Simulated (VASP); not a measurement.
Wanted: the native input for a VASP 6.6.1 run.

```yaml
Task: single point
Functional: r2SCAN
Potentials_or_basis: VASP PAW PBE potentials, release 64 (As)
Cutoff: 550 eV
k_mesh: 15 × 15 × 15
Occupations: fermi-dirac, width 0.1 eV
Spin: no spin polarisation
Dipole_correction: no
Further_INCAR_settings: ALGO = Normal; EDIFF = 1e-06; NBANDS = 8
```

Crystal: As.

```
CELL_PARAMETERS angstrom
-1.67531 1.67531 1.67531
1.67531 -1.67531 1.67531
1.67531 1.67531 -1.67531
ATOMIC_POSITIONS crystal
As 0.00000 0.00000 0.00000
```

These files were run (other wordings do the same):

POSCAR

```
As
1.0
   -1.6753126093      1.6753126093      1.6753126093
    1.6753126093     -1.6753126093      1.6753126093
    1.6753126093      1.6753126093     -1.6753126093
As
1
Direct
    0.0000000000      0.0000000000      0.0000000000
```

INCAR.step1

```
SYSTEM = As
PREC = Accurate ; ENCUT = 550
ISMEAR = -1 ; SIGMA = 0.1
LREAL = .False. ; LASPH = .True.
NELM = 120 ; NBANDS = 8
GGA = PE ; ALGO = Normal
EDIFF = 1E-5 ; LWAVE = .True.
LCHARG = .False. ; GGA_COMPAT = .False.
```

INCAR.step2

```
SYSTEM = As
PREC = Accurate ; ENCUT = 550
EDIFF = 1E-6 ; ISMEAR = -1
SIGMA = 0.1 ; LREAL = .False.
LASPH = .True. ; NELM = 120
ALGO = Normal ; ISIF = 2
LWAVE = .False. ; LCHARG = .False.
METAGGA = R2SCAN ; LMIXTAU = .True.
NBANDS = 8 ; ISTART = 1
GGA_COMPAT = .False.
```

KPOINTS

```
regular mesh
0
Gamma
  15 15 15
  0 0 0
```

Potentials or basis: VASP PAW PBE potentials, release 64 (As).

Launch:

```sh
$ cat potpaw_PBE.64/As/POTCAR > POTCAR
$ cp INCAR.step1 INCAR
$ mpirun -np 1 vasp_std > vasp.out
$ cp INCAR.step2 INCAR
$ mpirun -np 1 vasp_std > vasp.out
```

It gave:

```yaml
Pressure: -0.3 GPa
```

Caveat: the PAW data sets were made with another functional, which shifts forces and pressure a little.

Wall time 34 s on 1 thread of Intel Xeon 6975P-C, with other jobs on the host, peak memory 0.15 GiB.
